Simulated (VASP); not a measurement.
A run of VASP 6.6.1:

Contents of POSCAR:

```
Sb3Pt
1.0
    4.5878916529      0.0000000000      0.0000000000
    0.0000000000      4.5878916529      0.0000000000
    0.0000000000      0.0000000000      4.5878916529
Sb Pt
3 1
Direct
    0.0000000000      0.5000000000      0.5000000000
    0.5000000000      0.0000000000      0.5000000000
    0.5000000000      0.5000000000      0.0000000000
    0.0000000000      0.0000000000      0.0000000000
```

The input INCAR.step1:

```
  PREC = Accurate
  ENCUT = 520
  ISMEAR = 0
  SIGMA = 0.1
  LREAL = False
  LASPH = True
  NELM = 80
  NBANDS = 20
  GGA = PE
  ALGO = Normal
  EDIFF = 1E-4
  LWAVE = True
  LCHARG = False
```

The input INCAR.step2:

```
  PREC = Accurate
  ENCUT = 520
  EDIFF = 1E-6
  ISMEAR = 0
  SIGMA = 0.1
  LREAL = False
  LASPH = True
  NELM = 80
  ALGO = Normal
  ISIF = 2
  LWAVE = False
  LCHARG = False
  METAGGA = R2SCAN
  LMIXTAU = True
  NBANDS = 20
  ISTART = 1
```

Contents of KPOINTS:

```
regular mesh
0
Gamma
  4 4 4
```

Potentials or basis: VASP PAW PBE potentials, release 64 (Sb, Pt).

Command:

```sh
$ cat potpaw_PBE.64/Sb/POTCAR potpaw_PBE.64/Pt/POTCAR > POTCAR
$ cp INCAR.step1 INCAR
$ mpirun -np 1 vasp_std > vasp.out
$ cp INCAR.step2 INCAR
$ mpirun -np 1 vasp_std > vasp.out
```

Hardware: 1 thread of Intel(R) Xeon(R) Platinum 8375C CPU @ 2.90GHz (Ice Lake) (shared host).

Q: How long does it take, and how much memory?

A: It took 59 s on 1 thread of Intel(R) Xeon(R) Platinum 8375C CPU @ 2.90GHz (Ice Lake) (shared host), peak memory 0.22 GiB. Counts: k points 10.
